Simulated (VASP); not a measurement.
Set up this calculation in VASP 6.6.1, as the native input.

```
Task                   : single point
Functional             : PBE
Potentials or basis    : VASP PAW PBE potentials, release 64 (Si, O)
Cutoff                 : 520 eV
k mesh                 : 2 × 2 × 2
Occupations            : fermi-dirac, width 0.02 eV
Spin                   : collinear spin, ferromagnetic start
Starting moments       : [0.0, 0.0, 0.0, 0.0, 0.0, 0.0, 0.0, 0.0, 0.0, 0.0, 0.0, 0.0, 0.0, 0.0, 0.0, 0.0, 1.0] μB
Dipole correction      : no
Further INCAR settings : LREAL = Auto; ALGO = Normal; EDIFF = 1e-07; NBANDS = 53
```

The structure of Si16O (a cell with a defect) lies in POSCAR:

```
Si16O
1.0
    0.0000000000      5.4300000000      5.4300000000
    5.4300000000      0.0000000000      5.4300000000
    5.4300000000      5.4300000000      0.0000000000
Si O
16 1
Direct
   -0.0141528545     -0.0569705341      0.0168232044
    0.0915193370      0.1181860037      0.1070626151
    0.0583517495     -0.0036187845      0.4466758748
    0.1294751381      0.1547974217      0.5936740331
   -0.0133149171      0.4826519337      0.0003683241
    0.1680018416      0.5587016575      0.1003038674
   -0.0280478821      0.5860589319      0.4435543278
    0.1201841621      0.6481215470      0.6217495396
    0.4839594843      0.0223388582     -0.0087108656
    0.5877808471      0.1513904236      0.1272651934
    0.5222836096     -0.0204788214      0.5101473297
    0.6721178637      0.1104604052      0.6068324125
    0.5581583794      0.4965009208     -0.0454143646
    0.6140607735      0.6518876611      0.1123296501
    0.4811970534      0.4919521179      0.4855064457
    0.6095027624      0.6313996317      0.5917127072
    0.2997145488      0.3404696133      0.2616850829
```

These files were run (other wordings do the same):

INCAR

```
SYSTEM = Si16O
PREC = Accurate
ENCUT = 520
EDIFF = 1E-7
ISMEAR = -1
SIGMA = 0.02
LREAL = Auto
LASPH = .True.
NELM = 150
ALGO = Normal
ISIF = 2
LWAVE = .False.
LCHARG = .False.
ISPIN = 2
MAGMOM = 0 0 0 0 0 0 0 0 0 0 0 0 0 0 0 0 1
LORBIT = 11
GGA = PE
NBANDS = 53
```

KPOINTS

```
Automatic mesh
0
Gamma
  2 2 2
  0 0 0
```

Potentials or basis: VASP PAW PBE potentials, release 64 (Si, O).

Run with:

```bash
$ cat potpaw_PBE.64/Si/POTCAR potpaw_PBE.64/O/POTCAR > POTCAR
$ mpirun -np 1 vasp_std > vasp.out
```

It gave:

```yaml
Pressure: 2.9 GPa
Largest_force: 2.815 eV/Å
Band_gap_on_the_k_mesh: 0.30 eV
Net_moment: 0.00 μB per cell
Valence_electrons_inside_the_program's_atomic_spheres: Si 1.61, 1.71, 1.73, 1.56, 1.67, 1.63, 1.69, 1.64, 1.68; O 5.04
```

Caveat: the k points lie up to 0.50 Å⁻¹ apart.

Wall time 23 min on 1 thread of Oxide Virtual Turin-like Processor (shared host), peak memory 0.68 GiB.
